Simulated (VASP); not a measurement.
Here is a VASP 6.6.1 calculation.

INCAR

```
ALGO = Normal
EDIFF = 1E-6
EDIFFG = -0.04
ENCUT = 600
GGA = PE
IBRION = 2
ISIF = 3
ISMEAR = 0
LASPH = T
LCHARG = F
LREAL = F
LWAVE = F
NELM = 60
NSW = 90
PREC = Accurate
SIGMA = 0.1
```

Contents of KPOINTS:

```
k-points
0
Gamma
  6 6 4
```

File POSCAR:

```
Al2Cl2F
1.0
    4.4823822600      0.0000000000      0.0000000000
   -2.2411911300      3.8818569000      0.0000000000
    0.0000000000      0.0000000000      5.7179016200
Al Cl F
2 2 1
Direct
    0.0000000000      0.0000000000      0.1741144800
    0.0000000000      0.0000000000      0.8258855200
    0.3333333300      0.6666666700      0.5000000000
    0.6666666700      0.3333333300      0.5000000000
    0.0000000000      0.0000000000      0.5000000000
```

Potentials or basis: VASP PAW PBE potentials, release 64 (Al, Cl, F).

Run with:

```console
$ cat potpaw_PBE.64/Al/POTCAR potpaw_PBE.64/Cl/POTCAR potpaw_PBE.64/F/POTCAR > POTCAR
$ mpirun -np 1 vasp_std > vasp.out
```

Q: Predict the band gap on the k mesh.

A: Zero (an odd number of electrons rules out a gap without spin polarisation).

Q: What does it give for the relaxed volume?

A: 33.49 Å³/atom.

Q: Predict the space group after relaxing (to 0.1 Å).

A: P6/mmm (No. 191).

Q: What does it give for the relaxed cell?

A: a = 5.327 Å, b = 5.327 Å, c = 6.813 Å, α = 90.00°, β = 90.00°, γ = 120.00°.

Forces on the atoms (eV/Å):
```
Al   0.000  0.000  0.010
Al   0.000  0.000 -0.010
Cl   0.000  0.000  0.000
Cl   0.000  0.000  0.000
F    0.000  0.000  0.000
```

Caveat: the volume moved by over 15 % at a fixed basis, so the end points are rough; an odd number of electrons without spin polarisation forces a metal; a magnetic or distorted state may lie lower.
